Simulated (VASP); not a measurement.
# Y (Immm) in VASP: further runs

Runs on Y. Level: PBEsol. Tasks: single point.

All numbers are computed with VASP 6.6.1; they aren't measurements. Logs are shortened: lines on timing, memory, paths and dates and some standing lists are left out, and cuts for length are marked.

### 1 The cell of the first run

The structure is orthorhombic, space group Immm (No. 71). The conventional cell has a = 3.444 Å, b = 3.585 Å, c = 4.970 Å, α = 90.00°, β = 90.00°, γ = 90.00°. Within 4.5 Å of Y (site symmetry mmm) lie 12 Y at 3.44 to 3.58 Å.

### 2 Single point, PBEsol (strain -0.0400 x Voigt [0, 0, 0, 1, 0, 0])

INCAR

```
SYSTEM = Y
ALGO     = Fast           ! electronic algorithm
EDIFF    = 1E-6           ! SCF threshold, eV
ENCUT    = 520            ! plane-wave cutoff, eV
GGA      = PS             ! functional
ISIF     = 2              ! what is computed and relaxed
ISMEAR   = 0              ! smearing method
LASPH    = .TRUE.         ! aspherical terms in the spheres
LCHARG   = .FALSE.        ! write CHGCAR
LREAL    = .FALSE.        ! projectors in reciprocal space
LWAVE    = .FALSE.        ! write WAVECAR
NBANDS   = 12             ! bands
NELM     = 60             ! most SCF steps
PREC     = Accurate       ! precision mode
SIGMA    = 0.15           ! smearing width, eV
```

KPOINTS

```
k-points
0
G
  16 16 16
  0 0 0
```

POSCAR

```
Y
1.0
    0.0000000000      2.4353000000      2.4353000000
    2.4850000000     -0.0497000000      2.4850000000
    2.4850000000      2.4850000000     -0.0497000000
Y
1
Direct
    0.0000000000      0.0000000000      0.0000000000
```

Potentials or basis: VASP PAW PBE potentials, release 64 (Y_sv).

Started as:

```console
$ cat potpaw_PBE.64/Y_sv/POTCAR > POTCAR
$ mpirun -np 1 vasp_std > vasp.out
```

OUTCAR:

```text
SYSTEM = Y
   EDIFF = 1E-6
   ENCUT = 520
   GGA = PS
   ISIF = 2
   ISMEAR = 0
   LASPH = .TRUE.
   LREAL = .FALSE.
   NELM = 60
   PREC = Accurate

 ion  position               nearest neighbor table
   1  0.000  0.000  0.000-

  LATTYP: Found a body centered orthorhombic cell.
 ALAT       =     3.4440342884
 B/A-ratio  =     1.0408163265
 C/A-ratio  =     1.4430750636

  Lattice vectors:

 A1 = (  -2.4850000000,   0.0497000000,  -2.4850000000)
 A2 = (  -2.4850000000,  -0.0497000000,   2.4850000000)
 A3 = (   2.4850000000,   2.4850000000,  -0.0497000000)

Analysis of symmetry for initial positions (statically):
=====================================================================
 Subroutine PRICEL returns:
 Original cell was already a primitive cell.

 Routine SETGRP: Setting up the symmetry group for a
 body centered orthorhombic supercell.

 Subroutine GETGRP returns: Found  8 space group operations
 (whereof  8 operations were pure point group operations)
 out of a pool of  8 trial point group operations.

The static configuration has the point symmetry D_2h.

Analysis of symmetry for dynamics (positions and initial velocities):
=====================================================================
 Subroutine PRICEL returns:
 Original cell was already a primitive cell.

 Routine SETGRP: Setting up the symmetry group for a
 body centered orthorhombic supercell.

 Subroutine GETGRP returns: Found  8 space group operations
 (whereof  8 operations were pure point group operations)
 out of a pool of  8 trial point group operations.

The dynamic configuration has the point symmetry D_2h.

 Subroutine INISYM returns: Found  8 space group operations
 (whereof  8 operations are pure point group operations),
 and found     1 'primitive' translations

----------------------------------------------------------------------------------------

                                     Primitive cell

  volume of cell :      30.6786

  direct lattice vectors                    reciprocal lattice vectors
     0.000000000  2.435300000  2.435300000    -0.201207243  0.205313514  0.205313514
     2.485000000 -0.049700000  2.485000000     0.201207243 -0.197262003  0.197262003
     2.485000000  2.485000000 -0.049700000     0.201207243  0.197262003 -0.197262003

  length of vectors
     3.444034288  3.514672117  3.514672117     0.353258592  0.343960682  0.343960682

  position of ions in fractional coordinates (direct lattice)
     0.000000000  0.000000000  0.000000000

  ion indices of the primitive-cell ions
   primitive index   ion index
                 1           1

----------------------------------------------------------------------------------------

 KPOINTS: k-points

Automatic generation of k-mesh.
 Grid dimensions read from file:
 generate k-points for:   16   16   16

 Generating k-lattice:

  Cartesian coordinates                     Fractional coordinates (reciprocal lattice)
    -0.012575453  0.012832095  0.012832095     0.062500000  0.000000000  0.000000000
     0.012575453 -0.012328875  0.012328875     0.000000000  0.062500000 -0.000000000
     0.012575453  0.012328875 -0.012328875     0.000000000 -0.000000000  0.062500000

  Length of vectors
     0.022078662  0.021497543  0.021497543

  Shift w.r.t. Gamma in fractional coordinates (k-lattice)
     0.000000000  0.000000000  0.000000000

 Subroutine IBZKPT returns following result:
 ===========================================

 Found    621 irreducible k-points:

 Following reciprocal coordinates:
            Coordinates               Weight
  0.000000  0.000000  0.000000      1.000000
  0.062500  0.000000  0.000000      4.000000
  0.125000  0.000000  0.000000      4.000000
  0.187500  0.000000 -0.000000      4.000000
  0.250000  0.000000  0.000000      4.000000
  0.312500  0.000000  0.000000      4.000000
[... 16 lines left out ...]
 -0.187500  0.062500  0.000000      8.000000
 -0.125000  0.062500 -0.000000      8.000000
 [... further k-points ...]
   k-points           NKPTS =    621   k-points in BZ     NKDIM =    621   number of bands    NBANDS=     12
   number of dos      NEDOS =    301   number of ions     NIONS =      1
   total plane-waves  NPLWV =  21952
   dimension x,y,z NGX =    28 NGY =   28 NGZ =   28
   dimension x,y,z NGXF=    56 NGYF=   56 NGZF=   56
   ions per type =               1
   NGX,Y,Z   is equivalent  to a cutoff of  13.52, 13.24, 13.24 a.u.
   NGXF,Y,Z  is equivalent  to a cutoff of  27.03, 26.49, 26.49 a.u.
 SYSTEM =  Y
   PREC   = accura    normal or accurate (medium, high low for compatibility)
   ISTART =      0    job   : 0-new  1-cont  2-samecut
   ICHARG =      2    charge: 1-file 2-atom 10-const
   ISPIN  =      1    spin polarized calculation?
   LNONCOLLINEAR =      F non collinear calculations
   LSORBIT =      F    spin-orbit coupling
   LASPH  =      T    aspherical Exc in radial PAW
   ENCUT  =  520.0 eV  38.22 Ry    6.18 a.u.   6.40  6.53  6.53*2*pi/ulx,y,z
   NELM   =     60;   NELMIN=  2; NELMDL= -5     # of ELM steps
   EDIFF  = 0.1E-05   stopping-criterion for ELM
   LREAL  =      F    real-space projection
   EDIFFG = 0.1E-04   stopping-criterion for IOM
   NSW    =      0    number of steps for IOM
   IBRION =     -1    ionic relax: 0-MD 1-quasi-New 2-CG
   NFREE  =      0    steps in history (QN), initial steepest desc. (CG)
   ISIF   =      2    stress and relaxation
   ISYM   =      2    0-nonsym 1-usesym 2-fastsym
   POTIM  = 0.5000    time-step for ionic-motion
   TEBEG  =    0.0;   TEEND  =   0.0 temperature during run
   PSTRESS=    0.0 pullay stress
   NELECT =      11.0000    total number of electrons
   NUPDOWN=      -1.0000    fix difference up-down
   EMIN   =  10.00;   EMAX   =-10.00  energy-range for DOS
   EFERMI =   0.00;   METHOD = LEGACY
   ISMEAR =     0;   SIGMA  =   0.15  broadening in eV -4-tet -1-fermi 0-gaus
   EFERMI_NEDOS =   21; number of points for ismear=-14 and -15
   IALGO  =     68    algorithm
   IMIX   =      4    mixing-type and parameters
     AMIX     =   0.40;   BMIX     =  1.00
     AMIX_MAG =   1.60;   BMIX_MAG =  1.00
  volume/ion in A,a.u.               =      30.68       207.03
  Fermi-wavevector in a.u.,A,eV,Ry     =   1.163038  2.197823 18.404022  1.352657
  Thomas-Fermi vector in A             =   2.299592
   LORBIT       =      0    0 simple, 1 ext, 2 COOP (PROOUT), +10 PAW based schemes
   GGA     = PS    functional components
   LHFCALC =     F    Hartree Fock is set to
   AEXX    =    0.0000 exact exchange contribution
   IVDW    =     0    specifies the selected vdW correction
   LEPSILON=     F    determine dielectric tensor
   LRPA    =     F    only Hartree local field effects (RPA)
 non-spin polarized calculation
 RMM-DIIS sequential band-by-band and
 Gauss-broadening in eV      SIGMA  =   0.15
  energy-cutoff  :      520.00
  volume of cell :       30.68
 maximum number of plane-waves:       857
 NGX is ok and might be reduce to    28
   NGX = 13   NGY = 13   NGZ = 13

 number of electron      11.0000000 magnetization

 Free energy of the ion-electron system (eV)
  ---------------------------------------------------
  ext. energy  EPLUGINS =         0.00000000
  ---------------------------------------------------
  free energy    TOTEN  =        -6.80487806 eV

  energy without entropy =       -6.78872714  energy(sigma->0) =       -6.79680260

 E-fermi :   3.2675     XC(G=0):  -9.8008

 val. band max:        3.2671993692   @ k =  -0.4375   0.3125   0.1875
 cond. band min:       3.2691704081   @ k =   0.5000   0.1875   0.0000
 fundamental gap:      0.0019710389
 Fermi energy:         3.2675053841

 k-point     1 :       0.0000    0.0000    0.0000
  band No.  band energies     occupation
      1     -39.1793      2.00000
      2     -18.8638      2.00000
      3     -18.8467      2.00000
      4     -18.8252      2.00000
      5      -1.5876      2.00000
      6       4.8734      0.00000
      7       5.0786      0.00000
      8       5.3536      0.00000
      9       7.2828      0.00000
     10       7.2868      0.00000
     11      12.4175      0.00000
     12      15.5034      0.00000

 k-point     2 :       0.0625    0.0000    0.0000
  band No.  band energies     occupation
      1     -39.1758      2.00000
      2     -18.8672      2.00000
      3     -18.8655      2.00000
      4     -18.8404      2.00000
      5      -1.4793      2.00000
      6       4.9263      0.00000
      7       5.0552      0.00000
      8       5.3074      0.00000
      9       7.2078      0.00000
     10       7.2184      0.00000
     11      12.6756      0.00000
     12      15.5295      0.00000

 k-point     3 :       0.1250    0.0000    0.0000
  band No.  band energies     occupation
      1     -39.1659      2.00000
      2     -18.9460      2.00000
      3     -18.8770      2.00000
      4     -18.8559      2.00000
      5      -1.1662      2.00000
      6       4.7924      0.00000
      7       5.0597      0.00000
      8       5.4023      0.00000
      9       7.0426      0.00000
     10       7.0668      0.00000
     11      13.2953      0.00000
     12      14.6922      0.00000

 k-point     4 :       0.1875    0.0000   -0.0000
  band No.  band energies     occupation
      1     -39.1509      2.00000
      2     -19.0685      2.00000
      3     -18.8916      2.00000
      4     -18.8744      2.00000
      5      -0.6847      2.00000
      6       4.4103      0.00000
      7       5.1840      0.00000
      8       5.5511      0.00000
      9       6.9488      0.00000
     10       6.9916      0.00000
     11      13.2942      0.00000
     12      14.7682      0.00000

 k-point     5 :       0.2500    0.0000    0.0000
  band No.  band energies     occupation
      1     -39.1331      2.00000
      2     -19.2100      2.00000
      3     -18.9088      2.00000
      4     -18.8955      2.00000
      5      -0.1009      2.00000
      6       4.0771      0.00000
      7       5.1729      0.00000
      8       5.5474      0.00000
      9       7.1095      0.00000
     10       7.1995      0.00000
     11      12.6205      0.00000
     12      15.4494      0.00000
[... 228 lines left out ...]
      1     -39.1088      2.00000
      2     -19.3820      2.00000
      3     -18.9575      2.00000
      4     -18.9175      2.00000
      5       0.7276      2.00000
      6       3.8403      0.00000
      7       4.8951      0.00000
      8       5.3541      0.00000
      9       7.4863      0.00000
     10       8.2065      0.00000
     11      12.0949      0.00000
     12      14.5490      0.00000

 k-point    22 :      -0.2500    0.0625   -0.0000
  band No.  band energies     occupation
      1     -39.1258      2.00000
      2     -19.2540      2.00000
      3     -18.9403      2.00000
      4     -18.8963      2.00000
      5       0.1737      2.00000
      6       3.9446      0.00000
      7       5.0808      0.00000
      8       5.5434      0.00000
      9       6.9274      0.00000
     10       7.7062      0.00000
     11      12.6246      0.00000
     12      15.4741      0.00000

 k-point    23 :      -0.1875    0.0625    0.0000
  band No.  band energies     occupation
      1     -39.1436      2.00000
      2     -19.1177      2.00000
      3     -18.9189      2.00000
      4     -18.8756      2.00000
      5      -0.4216      2.00000
      6       4.2038      0.00000
      7       5.2019      0.00000
      8       5.6287      0.00000
      9       6.6453      0.00000
     10       7.3629      0.00000
     11      13.2822      0.00000
     12      15.0717      0.00000

 k-point    24 :      -0.1250    0.0625   -0.0000
  band No.  band energies     occupation
      1     -39.1594      2.00000
      2     -18.9962      2.00000
      3     -18.8950      2.00000
      4     -18.8578      2.00000
      5      -0.9419      2.00000
      6       4.5193      0.00000
      7       5.1799      0.00000
      8       5.5215      0.00000
      9       6.7505      0.00000
     10       7.2489      0.00000
     11      13.6529      0.00000
     12      14.4899      0.00000

 [... further k-points ...]

------------------------ aborting loop because EDIFF is reached ----------------------------------------

  FORCE on cell =-STRESS in cart. coord.  units (eV):
  Direction    XX          YY          ZZ          XY          YZ          ZX
  --------------------------------------------------------------------------------------
  -------------------------------------------------------------------------------------
  Total        0.0113352      0.0247991      0.0247991      0.0000000      0.2683186      0.0000000
  in kB        0.5919776      1.2951208      1.2951208      0.0000000     14.0128328      0.0000000
  external PRESSURE =       1.0607397 kB  Pullay stress =       0.0000000 kB

 VOLUME and BASIS-vectors are now :
 -----------------------------------------------------------------------------
  energy-cutoff  :      520.00
  volume of cell :       30.68
      direct lattice vectors                 reciprocal lattice vectors
     0.000000000  2.435300000  2.435300000    -0.201207243  0.205313514  0.205313514
     2.485000000 -0.049700000  2.485000000     0.201207243 -0.197262003  0.197262003
     2.485000000  2.485000000 -0.049700000     0.201207243  0.197262003 -0.197262003

 POSITION                                       TOTAL-FORCE (eV/Angst)
 -----------------------------------------------------------------------------------
      0.00000      0.00000      0.00000         0.000000      0.000000     -0.000000
 -----------------------------------------------------------------------------------
    total drift:                               -0.000000     -0.000000     -0.000000

  FREE ENERGIE OF THE ION-ELECTRON SYSTEM (eV)
  ---------------------------------------------------
  free  energy   TOTEN  =        -6.8048780633 eV

  energy  without entropy=       -6.7887271389  energy(sigma->0) =       -6.79680260
```

Wall time 2.5 min (1 thread of Intel Xeon Platinum 8559C (Emerald Rapids), shared host); peak memory 0.38 GiB.

Results:

```yaml
Free_energy: -6.8049 eV
Pressure: 0.1 GPa
Band_gap_on_the_k_mesh: zero (an odd number of electrons rules out a gap without spin polarisation)
```

Levels at points of the mesh, in eV from the Fermi level:
```
           k point  band 1  band 2  band 3  band 4  band 5  band 6  band 7  band 8  band 9  band 10
(0.00, 0.00, 0.00)  -42.45  -22.13  -22.11  -22.09   -4.86    1.61    1.81    2.09    4.02     4.02
(0.50, 0.00, 0.00)  -42.35  -22.83  -22.22  -22.22   -2.03    0.94    1.42    1.79    5.50     5.73
(0.00, 0.50, 0.00)  -42.37  -22.80  -22.19  -22.18   -2.10    0.69    1.52    1.90    5.40     5.67
(0.50, 0.50, 0.00)  -42.33  -22.77  -22.36  -22.36   -1.89   -0.99    2.36    5.54    6.03     6.08
(0.00, 0.50, 0.50)  -42.33  -22.76  -22.39  -22.32   -1.89   -0.99    2.36    5.60    6.04     6.05
```

Caveat: the cell differs from its parent crystal (strain -0.0400 x Voigt [0, 0, 0, 1, 0, 0]); the PAW data sets were made with another functional, which shifts forces and pressure a little.

### 3 Single point, PBEsol (strain +0.0300 x Voigt [0, 0, 0, 1, 0, 0])

INCAR

```
PREC = Accurate
ENCUT = 520
EDIFF = 1E-6
ISMEAR = 0
SIGMA = 0.15
LREAL = False
LASPH = True
NELM = 80
ALGO = Fast
ISIF = 2
LWAVE = False
LCHARG = False
GGA = PS
NBANDS = 12
```

KPOINTS

```
regular mesh
0
Gamma
  16 16 16
```

POSCAR

```
Y
1.0
    0.0000000000      2.5222750000      2.5222750000
    2.4850000000      0.0372750000      2.4850000000
    2.4850000000      2.4850000000      0.0372750000
Y
1
Direct
    0.0000000000      0.0000000000      0.0000000000
```

Potentials or basis: VASP PAW PBE potentials, release 64 (Y_sv).

Started as:

```console
$ cat potpaw_PBE.64/Y_sv/POTCAR > POTCAR
$ mpirun -np 1 vasp_std > vasp.out
```

Run time: 2.5 min. Hardware: 1 thread of Intel Xeon Platinum 8559C (Emerald Rapids), shared host; peak memory 0.38 GiB.

Results (log left out):

```yaml
Free_energy: -6.8072 eV
Pressure: 0.1 GPa
Band_gap_on_the_k_mesh: zero (an odd number of electrons rules out a gap without spin polarisation)
```

Stress tensor (GPa, compression positive):
```
 0.06  0.00  0.00
 0.00  0.10 -1.05
 0.00 -1.05  0.10
```

Levels at points of the mesh, in eV from the Fermi level:
```
           k point  band 3  band 4  band 5  band 6  band 7  band 8
(0.00, 0.00, 0.00)  -22.11  -22.10   -4.86    1.66    1.82    2.02
(0.50, 0.00, 0.00)  -22.20  -22.19   -2.09    0.72    1.55    1.84
(0.00, 0.50, 0.00)  -22.22  -22.21   -2.04    0.91    1.48    1.75
(0.50, 0.50, 0.00)  -22.36  -22.36   -1.89   -0.99    2.36    5.56
(0.00, 0.50, 0.50)  -22.39  -22.33   -1.89   -0.99    2.35    5.60
```

Caveat: the cell differs from its parent crystal (strain +0.0300 x Voigt [0, 0, 0, 1, 0, 0]); the PAW data sets were made with another functional, which shifts forces and pressure a little.

### 4 Single point, PBEsol (strain -0.0200 x Voigt [0, 0, 0, 1, 0, 0])

INCAR

```
PREC = Accurate
ENCUT = 520
EDIFF = 1E-7
ISMEAR = 0
SIGMA = 0.15
LREAL = F
LASPH = T
NELM = 60
ALGO = Fast
ISIF = 2
LWAVE = F
LCHARG = F
GGA = PS
NBANDS = 12
```

KPOINTS is that of step 3.

POSCAR

```
Y
1.0
    0.0000000000      2.4601500000      2.4601500000
    2.4850000000     -0.0248500000      2.4850000000
    2.4850000000      2.4850000000     -0.0248500000
Y
1
Direct
    0.0000000000      0.0000000000      0.0000000000
```

Potentials or basis: VASP PAW PBE potentials, release 64 (Y_sv).

Started as:

```console
$ cat potpaw_PBE.64/Y_sv/POTCAR > POTCAR
$ mpirun -np 1 vasp_std > vasp.out
```

OUTCAR:

```text
PREC = Accurate
   ENCUT = 520
   EDIFF = 1E-7
   ISMEAR = 0
   LREAL = F
   LASPH = T
   NELM = 60
   ISIF = 2
   GGA = PS

 ion  position               nearest neighbor table
   1  0.000  0.000  0.000-

  LATTYP: Found a body centered orthorhombic cell.
 ALAT       =     3.4791774955
 B/A-ratio  =     1.0202020202
 C/A-ratio  =     1.4284985479

  Lattice vectors:

 A1 = (  -2.4850000000,   0.0248500000,  -2.4850000000)
[... 541 lines left out ...]
     11      13.6606      0.00000
     12      14.4180      0.00000

 [... further k-points ...]

------------------------ aborting loop because EDIFF is reached ----------------------------------------

  FORCE on cell =-STRESS in cart. coord.  units (eV):
  Direction    XX          YY          ZZ          XY          YZ          ZX
  --------------------------------------------------------------------------------------
  -------------------------------------------------------------------------------------
  Total        0.0093948      0.0127988      0.0127988     -0.0000000      0.1343305     -0.0000000
  in kB        0.4904907      0.6682143      0.6682143     -0.0000000      7.0132535     -0.0000000
  external PRESSURE =       0.6089731 kB  Pullay stress =       0.0000000 kB

 VOLUME and BASIS-vectors are now :
 -----------------------------------------------------------------------------
  energy-cutoff  :      520.00
  volume of cell :       30.69
      direct lattice vectors                 reciprocal lattice vectors
     0.000000000  2.460150000  2.460150000    -0.201207243  0.203239640  0.203239640
     2.485000000 -0.024850000  2.485000000     0.201207243 -0.199215093  0.199215093
     2.485000000  2.485000000 -0.024850000     0.201207243  0.199215093 -0.199215093

 POSITION                                       TOTAL-FORCE (eV/Angst)
 -----------------------------------------------------------------------------------
      0.00000      0.00000      0.00000         0.000000      0.000000      0.000000
 -----------------------------------------------------------------------------------
    total drift:                               -0.000000     -0.000000     -0.000000

  FREE ENERGIE OF THE ION-ELECTRON SYSTEM (eV)
  ---------------------------------------------------
  free  energy   TOTEN  =        -6.8089137866 eV

  energy  without entropy=       -6.7930219819  energy(sigma->0) =       -6.80096788
```

Wall time 2.7 min (1 thread of Intel Xeon Platinum 8559C (Emerald Rapids), shared host); peak memory 0.38 GiB.

Results:

| Property | Result |
| --- | --- |
| Free energy | -6.8089 eV |
| Pressure | 0.1 GPa |
| Band gap on the k mesh | zero (an odd number of electrons rules out a gap without spin polarisation) |

Stress tensor (GPa, compression positive):
```
0.05 0.00 0.00
0.00 0.07 0.70
0.00 0.70 0.07
```

Caveat: the cell differs from its parent crystal (strain -0.0200 x Voigt [0, 0, 0, 1, 0, 0]); the PAW data sets were made with another functional, which shifts forces and pressure a little.

[end of part 1 of 3]
